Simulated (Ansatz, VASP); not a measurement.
Mg in VASP and in Ansatz

Contents of INCAR:

```
PREC = Accurate ; ENCUT = 520
EDIFF = 1E-6 ; ISMEAR = 0
SIGMA = 0.15 ; LREAL = F
LASPH = T ; NELM = 60
ALGO = Fast ; ISIF = 2
LWAVE = F ; LCHARG = F
GGA = PE ; NBANDS = 9
```

KPOINTS

```
Automatic mesh
0
Gamma
  18 18 10
```

The input POSCAR:

```
Mg
1.0
    3.2092715325      0.0000000000      0.0000000000
   -1.6046357662      2.7793106748      0.0000000000
    0.0000000000      0.0000000000      5.2103300000
Mg
2
Direct
    0.1822686396      0.5047560159      0.2500000000
    0.6666666667      0.3333333333      0.7500000000
```

Input for Ansatz:

```yaml
crystal:
  lattice:
    - [3.2092715325, 0.0, 0.0]
    - [-1.6046357662, 2.7793106748, 0.0]
    - [0.0, 0.0, 5.21033]
  atoms:
    - { symbol: Mg, position: [0.1822686396, 0.5047560159, 0.25] }
    - { symbol: Mg, position: [0.6666666667, 0.3333333333, 0.75] }
basis:
  ecutwfc: 420
kpoints:
  mp_grid: { grid: [18, 18, 10] }
hamiltonian:
  xc: pbe
scf:
  occupations: { method: gaussian, width: 0.15 }
output:
  forces: true
  stress: true
  eigenvalues: true
```

Alike in both runs: task single point; functional PBE; k mesh 18 × 18 × 10; occupations gaussian, width 0.15 eV; no spin polarisation.

|  | VASP | Ansatz |
| --- | --- | --- |
| version | VASP 6.6.1 | Ansatz 0.2.0 |
| potentials or method | VASP PAW PBE potentials, release 64 (Mg), cutoff 520 eV | scalar-relativistic, plane waves, PAW |
| valence electrons in the cell | 4 | 20 |

VASP gave:

```
gap on the k mesh at the Fermi level (eV)                     : none
pressure (GPa)                                                : -0.1
traceless stress, the component that is largest in VASP (GPa) : -1.60
rms of the force components (eV/Å)                            : 0.180
```

Problem. Estimate Ansatz's values.

Solution. gap on the k mesh at the Fermi level (eV): none; pressure (GPa): 0.0; traceless stress, the component that is largest in VASP (GPa): -1.60; rms of the force components (eV/Å): 0.180.

Atom by atom the forces differ by 0.000 eV/Å (rms over components). A gap of «none» marks a metal or a gap that the smearing closes. VASP's potentials hold 4 valence electrons a cell and Ansatz's 20, so a difference there can come from the potentials and not from the codes.
